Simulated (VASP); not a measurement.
# TaN (P-62m) in VASP: notebook

The runs below take TaN through single point, with r2SCAN+D3(BJ).

Program: VASP 6.6.1. These are calculated values, not measurements. Logs are shortened: lines on timing, memory, paths and dates and some standing lists are left out, and cuts for length are marked.

### 1 The cell of the first run

The structure is hexagonal, space group P-62m (No. 189). The conventional cell has a = 5.092 Å, b = 5.092 Å, c = 3.031 Å, α = 90.00°, β = 90.00°, γ = 120.00°. Ta (site symmetry -6) has 6 N at 2.18 Å and 5 Ta at 2.94 to 3.03 Å within 3.1 Å. Ta (site symmetry -62m) has 3 N at 2.00 Å within 2.7 Å. N (site symmetry m2m) has 5 Ta at 2.00 to 2.18 Å and 4 N at 2.72 Å within 2.8 Å.

### 2 Single point, r2SCAN+D3(BJ)

POSCAR

```
TaN
1.0
    5.0920800000      0.0000000000      0.0000000000
   -2.5460400000      4.4098706400      0.0000000000
    0.0000000000      0.0000000000      3.0310287380
Ta N
3 3
Direct
    0.3333333333      0.6666666667      0.5000000000
    0.6666666667      0.3333333333      0.5000000000
    0.0000000000      0.0000000000      0.0000000000
    0.3928500000      0.0000000000      0.0000000000
    0.6071500000      0.6071500000      0.0000000000
    0.0000000000      0.3928500000      0.0000000000
```

INCAR.step1

```
SYSTEM = TaN
PREC = Accurate
ENCUT = 520
ISMEAR = -1
SIGMA = 0.1
LREAL = .FALSE.
LASPH = .TRUE.
NELM = 100
NBANDS = 33
GGA = PE
ALGO = Normal
EDIFF = 1E-4
LWAVE = .TRUE.
LCHARG = .FALSE.
```

INCAR.step2

```
SYSTEM = TaN
PREC = Accurate
ENCUT = 520
EDIFF = 1E-6
ISMEAR = -1
SIGMA = 0.1
LREAL = .FALSE.
LASPH = .TRUE.
NELM = 100
ALGO = Normal
ISIF = 2
LWAVE = .FALSE.
LCHARG = .TRUE.
METAGGA = R2SCAN
LMIXTAU = .TRUE.
IVDW = 12
LELF = .TRUE.
LVHAR = .TRUE.
NBANDS = 33
VDW_S6 = 1.0
VDW_S8 = 0.78981345
VDW_A1 = 0.49484001
VDW_A2 = 5.73083694
ISTART = 1
```

KPOINTS

```
Automatic mesh
0
G
  8 8 12
  0 0 0
```

Potentials or basis: VASP PAW PBE potentials, release 64 (Ta_pv, N).

Launch:

```bash
$ cat potpaw_PBE.64/Ta_pv/POTCAR potpaw_PBE.64/N/POTCAR > POTCAR
$ cp INCAR.step1 INCAR
$ mpirun -np 1 vasp_std > vasp.out
$ cp INCAR.step2 INCAR
$ mpirun -np 1 vasp_std > vasp.out
```

OUTCAR:

```text
SYSTEM = TaN
   PREC = Accurate
   ENCUT = 520
   EDIFF = 1E-6
   ISMEAR = -1
   LREAL = .FALSE.
   LASPH = .TRUE.
   NELM = 100
   ISIF = 2
   METAGGA = R2SCAN
   IVDW = 12
   ISTART = 1
 IVDW          = 12

 ion  position               nearest neighbor table
   1  0.333  0.667  0.500-   5 2.18   5 2.18   6 2.18   6 2.18   4 2.18   4 2.18   2 2.94   2 2.94
                             2 2.94   3 3.31   3 3.31   3 3.31   3 3.31   3 3.31   3 3.31
   2  0.667  0.333  0.500-   6 2.18   6 2.18   4 2.18   4 2.18   5 2.18   5 2.18   1 2.94   1 2.94
                             1 2.94   3 3.31   3 3.31   3 3.31   3 3.31   3 3.31   3 3.31
   3  0.000  0.000  0.000-   4 2.00   5 2.00   6 2.00   2 3.31   1 3.31   1 3.31   2 3.31   2 3.31
                             2 3.31   1 3.31   1 3.31   2 3.31   2 3.31   1 3.31   1 3.31
   4  0.393  0.000  0.000-   3 2.00   1 2.18   1 2.18   2 2.18   2 2.18
   5  0.607  0.607  0.000-   3 2.00   1 2.18   1 2.18   2 2.18   2 2.18
   6  0.000  0.393  0.000-   3 2.00   2 2.18   2 2.18   1 2.18   1 2.18

  LATTYP: Found a hexagonal cell.
 ALAT       =     5.0920800000
 C/A-ratio  =     0.5952437389

  Lattice vectors:

 A1 = (   5.0920800000,   0.0000000000,   0.0000000000)
 A2 = (  -2.5460400000,   4.4098706400,   0.0000000000)
 A3 = (   0.0000000000,   0.0000000000,   3.0310287380)

Analysis of symmetry for initial positions (statically):
=====================================================================
 Subroutine PRICEL returns:
 Original cell was already a primitive cell.

 Routine SETGRP: Setting up the symmetry group for a
 hexagonal supercell.

 Subroutine GETGRP returns: Found 12 space group operations
 (whereof 12 operations were pure point group operations)
 out of a pool of 24 trial point group operations.

The static configuration has the point symmetry D_3h.

Analysis of symmetry for dynamics (positions and initial velocities):
=====================================================================
 Subroutine PRICEL returns:
 Original cell was already a primitive cell.

 Routine SETGRP: Setting up the symmetry group for a
 hexagonal supercell.

 Subroutine GETGRP returns: Found 12 space group operations
 (whereof 12 operations were pure point group operations)
 out of a pool of 24 trial point group operations.

The dynamic configuration has the point symmetry D_3h.

 Subroutine INISYM returns: Found 12 space group operations
 (whereof 12 operations are pure point group operations),
 and found     1 'primitive' translations

----------------------------------------------------------------------------------------

                                     Primitive cell

  volume of cell :      68.0630

  direct lattice vectors                    reciprocal lattice vectors
     5.092080000  0.000000000  0.000000000     0.196383403  0.113382011  0.000000000
    -2.546040000  4.409870640  0.000000000     0.000000000  0.226764021  0.000000000
     0.000000000  0.000000000  3.031028738     0.000000000  0.000000000  0.329920989

  length of vectors
     5.092080000  5.092080002  3.031028738     0.226764021  0.226764021  0.329920989

  position of ions in fractional coordinates (direct lattice)
     0.333333333  0.666666667  0.500000000
     0.666666667  0.333333333  0.500000000
     0.000000000  0.000000000  0.000000000
     0.392850000  0.000000000  0.000000000
     0.607150000  0.607150000  0.000000000
     0.000000000  0.392850000  0.000000000

  ion indices of the primitive-cell ions
   primitive index   ion index
                 1           1
                 2           2
                 3           3
                 4           4
                 5           5
                 6           6

----------------------------------------------------------------------------------------

 KPOINTS: Automatic mesh

Automatic generation of k-mesh.
 Grid dimensions read from file:
 generate k-points for:    8    8   12

 Generating k-lattice:

  Cartesian coordinates                     Fractional coordinates (reciprocal lattice)
     0.024547925  0.014172751  0.000000000     0.125000000  0.000000000  0.000000000
     0.000000000  0.028345503  0.000000000     0.000000000  0.125000000  0.000000000
     0.000000000  0.000000000  0.027493416     0.000000000  0.000000000  0.083333333

  Length of vectors
     0.028345503  0.028345503  0.027493416

  Shift w.r.t. Gamma in fractional coordinates (k-lattice)
     0.000000000  0.000000000  0.000000000

 Subroutine IBZKPT returns following result:
 ===========================================

 Found     70 irreducible k-points:

 Following reciprocal coordinates:
            Coordinates               Weight
  0.000000  0.000000  0.000000      1.000000
  0.125000 -0.000000  0.000000      6.000000
  0.250000 -0.000000  0.000000      6.000000
  0.375000 -0.000000  0.000000      6.000000
  0.500000 -0.000000  0.000000      3.000000
  0.125000  0.125000  0.000000      6.000000
[... 16 lines left out ...]
  0.250000 -0.000000  0.166667     12.000000
  0.375000 -0.000000  0.166667     12.000000
 [... further k-points ...]
   k-points           NKPTS =     70   k-points in BZ     NKDIM =     70   number of bands    NBANDS=     33
   number of dos      NEDOS =    301   number of ions     NIONS =      6
   total plane-waves  NPLWV =  38400
   dimension x,y,z NGX =    40 NGY =   40 NGZ =   24
   dimension x,y,z NGXF=    80 NGYF=   80 NGZF=   48
   ions per type =               3   3
   NGX,Y,Z   is equivalent  to a cutoff of  13.06, 13.06, 13.16 a.u.
   NGXF,Y,Z  is equivalent  to a cutoff of  26.12, 26.12, 26.33 a.u.
 SYSTEM =  TaN
   PREC   = accura    normal or accurate (medium, high low for compatibility)
   ISTART =      1    job   : 0-new  1-cont  2-samecut
   ICHARG =      0    charge: 1-file 2-atom 10-const
   ISPIN  =      1    spin polarized calculation?
   LNONCOLLINEAR =      F non collinear calculations
   LSORBIT =      F    spin-orbit coupling
   LASPH  =      T    aspherical Exc in radial PAW
   ENCUT  =  520.0 eV  38.22 Ry    6.18 a.u.   9.47  9.47  5.64*2*pi/ulx,y,z
   NELM   =    100;   NELMIN=  2; NELMDL=  0     # of ELM steps
   EDIFF  = 0.1E-05   stopping-criterion for ELM
   LREAL  =      F    real-space projection
   EDIFFG = 0.1E-04   stopping-criterion for IOM
   NSW    =      0    number of steps for IOM
   IBRION =     -1    ionic relax: 0-MD 1-quasi-New 2-CG
   NFREE  =      0    steps in history (QN), initial steepest desc. (CG)
   ISIF   =      2    stress and relaxation
   ISYM   =      2    0-nonsym 1-usesym 2-fastsym
   POTIM  = 0.5000    time-step for ionic-motion
   TEBEG  =    0.0;   TEEND  =   0.0 temperature during run
   PSTRESS=    0.0 pullay stress
   NELECT =      48.0000    total number of electrons
   NUPDOWN=      -1.0000    fix difference up-down
   EMIN   =  10.00;   EMAX   =-10.00  energy-range for DOS
   EFERMI =   0.00;   METHOD = LEGACY
   ISMEAR =    -1;   SIGMA  =   0.10  broadening in eV -4-tet -1-fermi 0-gaus
   EFERMI_NEDOS =   21; number of points for ismear=-14 and -15
   IALGO  =     38    algorithm
   IMIX   =      4    mixing-type and parameters
     AMIX     =   0.40;   BMIX     =  1.00
     AMIX_MAG =   1.60;   BMIX_MAG =  1.00
  volume/ion in A,a.u.               =      11.34        76.55
  Fermi-wavevector in a.u.,A,eV,Ry     =   1.457197  2.753703 28.890916  2.123422
  Thomas-Fermi vector in A             =   2.574026
   LORBIT       =      0    0 simple, 1 ext, 2 COOP (PROOUT), +10 PAW based schemes
   METAGGA = R2SCAN    functional components
   LHFCALC =     F    Hartree Fock is set to
   AEXX    =    0.0000 exact exchange contribution
   IVDW    =    12    specifies the selected vdW correction
   LEPSILON=     F    determine dielectric tensor
   LRPA    =     F    only Hartree local field effects (RPA)
 non-spin polarized calculation
  energy-cutoff  :      520.00
  volume of cell :       68.06
 maximum number of plane-waves:      1853
 NGX is ok and might be reduce to    40
   NGX = 19   NGY = 19   NGZ = 11

 number of electron      48.0000001 magnetization

 Free energy of the ion-electron system (eV)
  ---------------------------------------------------
  ext. energy  EPLUGINS =         0.00000000
  ---------------------------------------------------
  free energy    TOTEN  =      -181.04866339 eV

  energy without entropy =     -181.02965040  energy(sigma->0) =     -181.03915689

 E-fermi :   8.3550     XC(G=0): -13.9937

 val. band max:        8.3549560059   @ k =   0.2500  -0.0000   0.4167
 cond. band min:       8.3671348109   @ k =   0.1250  -0.0000   0.0000
 fundamental gap:      0.0121788050
 Fermi energy:         8.3549890928

 k-point     1 :       0.0000    0.0000    0.0000
  band No.  band energies     occupation
      1     -29.2816      2.00000
      2     -29.2816      2.00000
      3     -28.8809      2.00000
      4     -28.8809      2.00000
      5     -28.8228      2.00000
      6     -28.6845      2.00000
[... 25 lines left out ...]
     32      11.5401      0.00000
     33      11.8593      0.00000

 k-point     2 :       0.1250   -0.0000    0.0000
  band No.  band energies     occupation
      1     -29.2980      2.00000
      2     -29.2782      2.00000
      3     -28.8622      2.00000
      4     -28.8586      2.00000
      5     -28.8178      2.00000
      6     -28.6890      2.00000
[... 25 lines left out ...]
     32      11.6730      0.00000
     33      12.1750      0.00000

 k-point     3 :       0.2500   -0.0000    0.0000
  band No.  band energies     occupation
      1     -29.3326      2.00000
      2     -29.2547      2.00000
      3     -28.8449      2.00000
      4     -28.8084      2.00000
      5     -28.8038      2.00000
      6     -28.7016      2.00000
[... 25 lines left out ...]
     32      12.0086      0.00000
     33      12.9667      0.00000

 k-point     4 :       0.3750   -0.0000    0.0000
  band No.  band energies     occupation
      1     -29.3624      2.00000
      2     -29.2001      2.00000
      3     -28.8922      2.00000
      4     -28.7851      2.00000
      5     -28.7599      2.00000
      6     -28.7188      2.00000
[... 25 lines left out ...]
     32      12.3603      0.00000
     33      12.4094      0.00000

 k-point     5 :       0.5000   -0.0000    0.0000
  band No.  band energies     occupation
      1     -29.3737      2.00000
      2     -29.1563      2.00000
      3     -28.9438      2.00000
      4     -28.7734      2.00000
      5     -28.7393      2.00000
      6     -28.7298      2.00000
[... 604 lines left out ...]
 k-point    22 :       0.1250   -0.0000    0.1667
  band No.  band energies     occupation
      1     -29.2669      2.00000
      2     -29.2477      2.00000
      3     -28.9847      2.00000
      4     -28.8327      2.00000
      5     -28.8307      2.00000
      6     -28.8247      2.00000
[... 25 lines left out ...]
     32      11.9443      0.00000
     33      12.7000      0.00000

 k-point    23 :       0.2500   -0.0000    0.1667
  band No.  band energies     occupation
      1     -29.2969      2.00000
      2     -29.2237      2.00000
      3     -28.9757      2.00000
      4     -28.8453      2.00000
      5     -28.8262      2.00000
      6     -28.7827      2.00000
[... 25 lines left out ...]
     32      12.2619      0.00000
     33      12.7509      0.00000

 k-point    24 :       0.3750   -0.0000    0.1667
  band No.  band energies     occupation
      1     -29.3231      2.00000
      2     -29.1745      2.00000
      3     -28.9688      2.00000
      4     -28.8690      2.00000
      5     -28.8617      2.00000
      6     -28.7404      2.00000
[... 25 lines left out ...]
     32      12.4918      0.00000
     33      12.5528      0.00000

 [... further k-points ...]

------------------------ aborting loop because EDIFF is reached ----------------------------------------

 Edisp (eV)   -1.25405

 E8    (eV) :    -0.4654

  FORCE on cell =-STRESS in cart. coord.  units (eV):
  Direction    XX          YY          ZZ          XY          YZ          ZX
  --------------------------------------------------------------------------------------
  -------------------------------------------------------------------------------------
  Total       3.91101     3.91101    -8.86124     0.00000     0.00000     0.00000
  in kB      92.06369    92.06369  -208.59016     0.00000     0.00000     0.00000
  external pressure =       -8.15 kB  Pullay stress =        0.00 kB

 VOLUME and BASIS-vectors are now :
 -----------------------------------------------------------------------------
  energy-cutoff  :      520.00
  volume of cell :       68.06
      direct lattice vectors                 reciprocal lattice vectors
     5.092080000  0.000000000  0.000000000     0.196383403  0.113382011  0.000000000
    -2.546040000  4.409870640  0.000000000     0.000000000  0.226764021  0.000000000
     0.000000000  0.000000000  3.031028738     0.000000000  0.000000000  0.329920989

 POSITION                                       TOTAL-FORCE (eV/Angst)
 -----------------------------------------------------------------------------------
     -0.00000      2.93991      1.51551        -0.000000     -0.000000      0.000000
      2.54604      1.46996      1.51551        -0.000000     -0.000000      0.000000
      0.00000      0.00000      0.00000        -0.000000     -0.000000      0.000000
      2.00042      0.00000      0.00000         0.286045     -0.000000      0.000000
      1.54583      2.67745      0.00000        -0.143023     -0.247722      0.000000
     -1.00021      1.73242      0.00000        -0.143023      0.247722     -0.000000
 -----------------------------------------------------------------------------------
    total drift:                                0.000002      0.000003      0.000000

  FREE ENERGIE OF THE ION-ELECTRON SYSTEM (eV)
  ---------------------------------------------------
  free  energy   TOTEN  =      -182.3027166699 eV

  energy  without entropy=     -182.2837036736  energy(sigma->0) =     -182.29321017
```

It took 14 min on 1 thread of Intel Xeon 8259CL, shared host; peak memory 0.29 GiB.

What came out:

| Item | Value |
| --- | --- |
| Free energy | -182.3027 eV |
| Pressure | -0.8 GPa |
| Largest force | 0.286 eV/Å |
| Band gap on the k mesh | zero (bands 24 and 25 overlap by 2.26 eV) |
| Dispersion energy per atom | -0.209 eV |

Forces in eV/Å, atoms in the order of the input:
```
Ta   0.000  0.000  0.000
Ta   0.000  0.000  0.000
Ta   0.000  0.000  0.000
N    0.286  0.000  0.000
N   -0.143 -0.248  0.000
N   -0.143  0.248  0.000
```

Levels at points of the mesh, in eV from the Fermi level:
```csv
k point,band 22,band 23,band 24,band 25,band 26,band 27
"(0.00, 0.00, 0.00)",-3.97,-1.50,-0.87,-0.87,0.16,0.16
"(0.50, 0.00, 0.00)",-3.73,-2.81,-2.61,0.88,1.72,2.12
"(0.00, 0.00, 0.50)",-3.04,-3.04,1.03,2.24,2.24,2.71
"(0.50, 0.00, 0.50)",-3.46,-2.41,-0.76,0.54,1.65,2.90
```

Caveat: the PAW data sets were made with another functional, which shifts forces and pressure a little; spin-orbit coupling is left out, which moves the levels of the heavy elements.

(Continued in part 2 of 2.)
